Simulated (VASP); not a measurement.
Here is a VASP 6.6.1 calculation.

Contents of INCAR:

```
SYSTEM = Si4C5
  PREC = Accurate
  ENCUT = 520
  EDIFF = 1E-6
  ISMEAR = 0
  SIGMA = 0.05
  LREAL = .FALSE.
  LASPH = .TRUE.
  NELM = 150
  ALGO = Normal
  ISIF = 2
  LWAVE = .FALSE.
  LCHARG = .TRUE.
  ISPIN = 2
  MAGMOM = 0 0 0 0 0 0 0 0 2
  LORBIT = 11
  LDIPOL = .TRUE.
  IDIPOL = 3
  DIPOL = 0.5 0.5 0.334
  GGA = PE
  LELF = .TRUE.
  LVHAR = .TRUE.
  LVACPOTAV = .TRUE.
  NBANDS = 32
```

KPOINTS

```
Automatic mesh
0
G
  9 6 1
  0 0 0
```

POSCAR

```
Si4C5
1.0
    3.0967389835      0.0000000000      0.0000000000
    0.0000000000      4.3794502696      0.0000000000
    0.0000000000      0.0000000000     20.1332068409
Si C
4 5
Direct
    0.5000000000      0.5000000000      0.1986767449
    0.0000000000      0.0000000000      0.2755829975
    0.5000000000      0.4971399929      0.3554907356
    0.0000000000      0.9498903522      0.4168952508
    0.0000000000      0.2500000000      0.1986767449
    0.5000000000      0.7500000000      0.2755829975
    0.0000000000      0.2559423736      0.3541649052
    0.5000000000      0.7547379257      0.4288043583
    0.8333333333      1.0880712590      0.5003696389
```

Potentials or basis: VASP PAW PBE potentials, release 64 (Si, C).

The run is started by

```sh
$ cat potpaw_PBE.64/Si/POTCAR potpaw_PBE.64/C/POTCAR > POTCAR
$ mpirun -np 1 vasp_std > vasp.out
```

Task: Estimate the net moment.

Result: 0.00 μB per cell.

Task: Estimate the largest force.

Result: 3.240 eV/Å.

Task: Predict the band gap on the k mesh.

Result: 0.21 eV (least direct gap 0.38 eV).

Forces in eV/Å, atoms in the order of the input:
```
Si  -0.043 -2.746  1.719
Si   0.030  0.648 -0.847
Si   0.219 -0.674  0.049
Si   0.471  1.826  1.142
C    0.050  1.800 -0.481
C   -0.023  0.735 -0.134
C    0.090 -0.278 -1.226
C    0.250 -0.738 -0.234
C   -1.044 -0.572  0.013
```
